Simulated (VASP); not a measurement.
# Bi2Te3 in VASP: notebook

The runs below take Bi2Te3 through single point, with PBE.

Everything below comes from runs of VASP 6.6.1. Logs are shortened: lines on timing, memory, paths and dates and some standing lists are left out, and cuts for length are marked.

## 1. The cell of the first run

The typed cell holds 5 atoms: a = 10.305 Å, b = 10.257 Å, c = 10.244 Å, α = 24.78°, β = 24.93°, γ = 24.81°.

## 2. Single point, PBE (equal xy, yz and zx shear strains of +1 %)

The input, INCAR:

```
SYSTEM = Bi2Te3
PREC = Accurate ; ENCUT = 520
EDIFF = 1E-6 ; ISMEAR = -1
SIGMA = 0.08 ; LREAL = .FALSE.
LASPH = .TRUE. ; NELM = 60
ALGO = Normal ; ISIF = 2
LWAVE = .FALSE. ; LCHARG = .FALSE.
GGA = PE ; NBANDS = 32
KPAR = 4
```

The input, KPOINTS:

```
regular mesh
0
G
  8 8 8
  0 0 0
```

The input, POSCAR:

```
Bi2Te3
1.0
    2.2646099979      1.3358546497      9.9640879002
   -2.1523925099      1.3137696371      9.9420028877
    0.0369825621     -2.5004242369      9.9339192121
Bi Te
2 3
Direct
    0.8120000000      0.8120000000      0.8120000000
    0.4020000000      0.4020000000      0.4020000000
    0.6110000000      0.6110000000      0.6110000000
    0.2000000000      0.2000000000      0.2000000000
    0.0000000000      0.0000000000      0.0000000000
```

Potentials or basis: VASP PAW PBE potentials, release 64 (Bi_d, Te).

The run is started by

```sh
$ cat potpaw_PBE.64/Bi_d/POTCAR potpaw_PBE.64/Te/POTCAR > POTCAR
$ mpirun -np 4 vasp_std > vasp.out
```

OUTCAR:

```text
SYSTEM = Bi2Te3
   PREC = Accurate
   ENCUT = 520
   EDIFF = 1E-6
   ISMEAR = -1
   LREAL = .FALSE.
   LASPH = .TRUE.
   NELM = 60
   ISIF = 2
   GGA = PE

 ion  position               nearest neighbor table
   1  0.812  0.812  0.812-   4 3.02   4 3.02   4 3.04   2 3.41   2 3.42   2 3.44
   2  0.402  0.402  0.402-   5 3.26   5 3.27   5 3.29   1 3.41   1 3.42   1 3.44
   3  0.611  0.611  0.611-   5 3.03   5 3.04   5 3.06   4 3.43   4 3.44   4 3.46
   4  0.200  0.200  0.200-   1 3.02   1 3.02   1 3.04   3 3.43   3 3.44   3 3.46
   5  0.000  0.000  0.000-   3 3.03   3 3.04   3 3.06   2 3.26   2 3.27   2 3.29

  LATTYP: Found a triclinic cell.
 ALAT       =     4.3978976182
 B/A-ratio  =     1.0043692043
 C/A-ratio  =     2.3292582076
 COS(alpha) =     0.0072383198
 COS(beta)  =     0.2117088106
 COS(gamma) =     0.4934652004

  Lattice vectors:

 A1 = (   2.1893750720,  -3.8141938740,  -0.0080836756)
 A2 = (   4.4170025078,   0.0220850126,   0.0220850125)
 A3 = (   0.0369825621,  -2.5004242369,   9.9339192121)

Analysis of symmetry for initial positions (statically):
=====================================================================
 Subroutine PRICEL returns:
 Original cell was already a primitive cell.

 Routine SETGRP: Setting up the symmetry group for a
 triclinic supercell.

 Subroutine GETGRP returns: Found  1 space group operations
 (whereof  1 operations were pure point group operations)
 out of a pool of  2 trial point group operations.

The static configuration has the point symmetry C_1 .

Analysis of symmetry for dynamics (positions and initial velocities):
=====================================================================
 Subroutine PRICEL returns:
 Original cell was already a primitive cell.

 Routine SETGRP: Setting up the symmetry group for a
 triclinic supercell.

 Subroutine GETGRP returns: Found  1 space group operations
 (whereof  1 operations were pure point group operations)
 out of a pool of  2 trial point group operations.

The dynamic configuration has the point symmetry C_1 .

 Subroutine INISYM returns: Found  1 space group operations
 (whereof  1 operations are pure point group operations),
 and found     1 'primitive' translations

----------------------------------------------------------------------------------------

                                     Primitive cell

  volume of cell :     168.0472

  direct lattice vectors                    reciprocal lattice vectors
     2.264609998  1.335854650  9.964087900     0.225592073  0.129424231  0.031736972
    -2.152392510  1.313769637  9.942002888    -0.227226213  0.131677059  0.033989799
     0.036982562 -2.500424237  9.933919212     0.001133936 -0.261601495  0.034814391

  length of vectors
    10.305145015 10.256812643 10.243839123     0.262010783  0.264812965  0.263910344

  position of ions in fractional coordinates (direct lattice)
     0.812000000  0.812000000  0.812000000
     0.402000000  0.402000000  0.402000000
     0.611000000  0.611000000  0.611000000
     0.200000000  0.200000000  0.200000000
     0.000000000  0.000000000  0.000000000

  ion indices of the primitive-cell ions
   primitive index   ion index
                 1           1
                 2           2
                 3           3
                 4           4
                 5           5

----------------------------------------------------------------------------------------

 KPOINTS: regular mesh

Automatic generation of k-mesh.
 Grid dimensions read from file:
 generate k-points for:    8    8    8

 Generating k-lattice:

  Cartesian coordinates                     Fractional coordinates (reciprocal lattice)
     0.028199009  0.016178029  0.003967121     0.125000000  0.000000000  0.000000000
    -0.028403277  0.016459632  0.004248725     0.000000000  0.125000000  0.000000000
     0.000141742 -0.032700187  0.004351799    -0.000000000 -0.000000000  0.125000000

  Length of vectors
     0.032751348  0.033101621  0.032988793

  Shift w.r.t. Gamma in fractional coordinates (k-lattice)
     0.000000000  0.000000000  0.000000000

 Subroutine IBZKPT returns following result:
 ===========================================

 Found    260 irreducible k-points:

 Following reciprocal coordinates:
            Coordinates               Weight
  0.000000  0.000000  0.000000      1.000000
  0.125000 -0.000000  0.000000      2.000000
  0.250000 -0.000000  0.000000      2.000000
  0.375000 -0.000000  0.000000      2.000000
  0.500000 -0.000000  0.000000      1.000000
 -0.000000  0.125000  0.000000      2.000000
[... 16 lines left out ...]
  0.125000  0.375000  0.000000      2.000000
  0.250000  0.375000  0.000000      2.000000
 [... further k-points ...]
   k-points           NKPTS =    260   k-points in BZ     NKDIM =    260   number of bands    NBANDS=     32
   number of dos      NEDOS =    301   number of ions     NIONS =      5
   total plane-waves  NPLWV = 512000
   dimension x,y,z NGX =    80 NGY =   80 NGZ =   80
   dimension x,y,z NGXF=   160 NGYF=  160 NGZF=  160
   ions per type =               2   3
   NGX,Y,Z   is equivalent  to a cutoff of  12.91, 12.97, 12.98 a.u.
   NGXF,Y,Z  is equivalent  to a cutoff of  25.81, 25.93, 25.97 a.u.
 SYSTEM =  Bi2Te3
   PREC   = accura    normal or accurate (medium, high low for compatibility)
   ISTART =      0    job   : 0-new  1-cont  2-samecut
   ICHARG =      2    charge: 1-file 2-atom 10-const
   ISPIN  =      1    spin polarized calculation?
   LNONCOLLINEAR =      F non collinear calculations
   LSORBIT =      F    spin-orbit coupling
   LASPH  =      T    aspherical Exc in radial PAW
   ENCUT  =  520.0 eV  38.22 Ry    6.18 a.u.  19.16 19.07 19.05*2*pi/ulx,y,z
   NELM   =     60;   NELMIN=  2; NELMDL= -5     # of ELM steps
   EDIFF  = 0.1E-05   stopping-criterion for ELM
   LREAL  =      F    real-space projection
   EDIFFG = 0.1E-04   stopping-criterion for IOM
   NSW    =      0    number of steps for IOM
   IBRION =     -1    ionic relax: 0-MD 1-quasi-New 2-CG
   NFREE  =      0    steps in history (QN), initial steepest desc. (CG)
   ISIF   =      2    stress and relaxation
   ISYM   =      2    0-nonsym 1-usesym 2-fastsym
   POTIM  = 0.5000    time-step for ionic-motion
   TEBEG  =    0.0;   TEEND  =   0.0 temperature during run
   PSTRESS=    0.0 pullay stress
   NELECT =      48.0000    total number of electrons
   NUPDOWN=      -1.0000    fix difference up-down
   EMIN   =  10.00;   EMAX   =-10.00  energy-range for DOS
   EFERMI =   0.00;   METHOD = LEGACY
   ISMEAR =    -1;   SIGMA  =   0.08  broadening in eV -4-tet -1-fermi 0-gaus
   EFERMI_NEDOS =   21; number of points for ismear=-14 and -15
   IALGO  =     38    algorithm
   IMIX   =      4    mixing-type and parameters
     AMIX     =   0.40;   BMIX     =  1.00
     AMIX_MAG =   1.60;   BMIX_MAG =  1.00
  volume/ion in A,a.u.               =      33.61       226.81
  Fermi-wavevector in a.u.,A,eV,Ry     =   1.078148  2.037403 15.815440  1.162402
  Thomas-Fermi vector in A             =   2.214078
   LORBIT       =      0    0 simple, 1 ext, 2 COOP (PROOUT), +10 PAW based schemes
   GGA     = PE    functional components
   LHFCALC =     F    Hartree Fock is set to
   AEXX    =    0.0000 exact exchange contribution
   IVDW    =     0    specifies the selected vdW correction
   LEPSILON=     F    determine dielectric tensor
   LRPA    =     F    only Hartree local field effects (RPA)
 non-spin polarized calculation
  energy-cutoff  :      520.00
  volume of cell :      168.05
 maximum number of plane-waves:      4550
 NGX is ok and might be reduce to    80
   NGX = 39   NGY = 39   NGZ = 39

 number of electron      48.0000001 magnetization

 Free energy of the ion-electron system (eV)
  ---------------------------------------------------
  ext. energy  EPLUGINS =         0.00000000
  ---------------------------------------------------
  free energy    TOTEN  =       -16.91690946 eV

  energy without entropy =      -16.88217085  energy(sigma->0) =      -16.89954015

 E-fermi :   6.4679     XC(G=0):  -9.4035

 val. band max:        6.4678602895   @ k =   0.5000   0.1250   0.1250
 cond. band min:       6.4775173930   @ k =   0.1250   0.1250   0.1250
 fundamental gap:      0.0096571035
 Fermi energy:         6.4678661912

 k-point     1 :       0.0000    0.0000    0.0000
  band No.  band energies     occupation
      1     -16.6911      2.00000
      2     -16.6907      2.00000
      3     -16.6648      2.00000
      4     -16.6624      2.00000
      5     -16.6583      2.00000
      6     -16.1008      2.00000
[... 24 lines left out ...]
     31      11.0754      0.00000
     32      11.3558      0.00000

 k-point     2 :       0.1250   -0.0000    0.0000
  band No.  band energies     occupation
      1     -16.6915      2.00000
      2     -16.6893      2.00000
      3     -16.6654      2.00000
      4     -16.6621      2.00000
      5     -16.6571      2.00000
      6     -16.1011      2.00000
[... 24 lines left out ...]
     31      10.6303      0.00000
     32      11.1939      0.00000

 k-point     3 :       0.2500   -0.0000    0.0000
  band No.  band energies     occupation
      1     -16.6929      2.00000
      2     -16.6860      2.00000
      3     -16.6668      2.00000
      4     -16.6612      2.00000
      5     -16.6541      2.00000
      6     -16.1048      2.00000
[... 24 lines left out ...]
     31      10.1090      0.00000
     32      11.7306      0.00000

 k-point     4 :       0.3750   -0.0000    0.0000
  band No.  band energies     occupation
      1     -16.6945      2.00000
      2     -16.6832      2.00000
      3     -16.6682      2.00000
      4     -16.6596      2.00000
      5     -16.6510      2.00000
      6     -16.1094      2.00000
[... 654 lines left out ...]
     31      10.3623      0.00000
     32      10.9582      0.00000

 k-point    23 :       0.1250    0.3750    0.0000
  band No.  band energies     occupation
      1     -16.6941      2.00000
      2     -16.6838      2.00000
      3     -16.6652      2.00000
      4     -16.6627      2.00000
      5     -16.6521      2.00000
      6     -16.1075      2.00000
[... 24 lines left out ...]
     31      10.4289      0.00000
     32      11.4204      0.00000

 k-point    24 :       0.2500    0.3750    0.0000
  band No.  band energies     occupation
      1     -16.6937      2.00000
      2     -16.6842      2.00000
      3     -16.6653      2.00000
      4     -16.6625      2.00000
      5     -16.6522      2.00000
      6     -16.1082      2.00000
[... 24 lines left out ...]
     31      10.4723      0.00000
     32      11.3127      0.00000

 [... further k-points ...]
[... 5 lines left out ...]
  --------------------------------------------------------------------------------------
  -------------------------------------------------------------------------------------
  Total        2.2689048      1.8257185      1.0854932      0.0157911     -0.3938707     -0.1758679
  in kB       21.6319507     17.4065708     10.3491939      0.1505537     -3.7552003     -1.6767412
  external PRESSURE =      16.4625718 kB  Pullay stress =       0.0000000 kB

 VOLUME and BASIS-vectors are now :
 -----------------------------------------------------------------------------
  energy-cutoff  :      520.00
  volume of cell :      168.05
      direct lattice vectors                 reciprocal lattice vectors
     2.264609998  1.335854650  9.964087900     0.225592073  0.129424231  0.031736972
    -2.152392510  1.313769637  9.942002888    -0.227226213  0.131677059  0.033989799
     0.036982562 -2.500424237  9.933919212     0.001133936 -0.261601495  0.034814391

 POSITION                                       TOTAL-FORCE (eV/Angst)
 -----------------------------------------------------------------------------------
      0.12115      0.12115     24.23009         0.020178      0.052923     -0.864389
      0.05998      0.05998     11.99568        -0.012942     -0.015599     -0.429303
      0.09116      0.09116     18.23225         0.003703      0.018646     -0.718973
      0.02984      0.02984      5.96800        -0.024042     -0.065218      0.806591
      0.00000      0.00000      0.00000         0.013103      0.009249      1.206074
 -----------------------------------------------------------------------------------
    total drift:                               -0.000058      0.000201     -0.000270

  FREE ENERGIE OF THE ION-ELECTRON SYSTEM (eV)
  ---------------------------------------------------
  free  energy   TOTEN  =       -16.9169094551 eV

  energy  without entropy=      -16.8821708509  energy(sigma->0) =      -16.89954015
```

Run time: 16 min. Hardware: 4 MPI ranks of Intel Xeon 6975P-C (Granite Rapids), shared host; peak memory 1.8 GiB.

What came out:

- Free energy: -16.9169 eV
- Pressure: 1.6 GPa
- Largest force: 1.206 eV/Å
- Band gap on the k mesh: zero (bands 24 and 25 overlap by 0.22 eV)

Forces on the atoms (eV/Å):
```
Bi   0.020  0.053 -0.864
Bi  -0.013 -0.016 -0.429
Te   0.004  0.019 -0.719
Te  -0.024 -0.065  0.807
Te   0.013  0.009  1.206
```

Caveat: the cell differs from its parent crystal (equal xy, yz and zx shear strains of +1 %); spin-orbit coupling is left out, which moves the levels of the heavy elements; forces of over 1 eV/Å act on the atoms, so gaps and moduli don't describe the material at rest.

(Part 1 of 2 ends here.)

The gap in the log of VASP goes by the Fermi energy; the results here count the filled bands.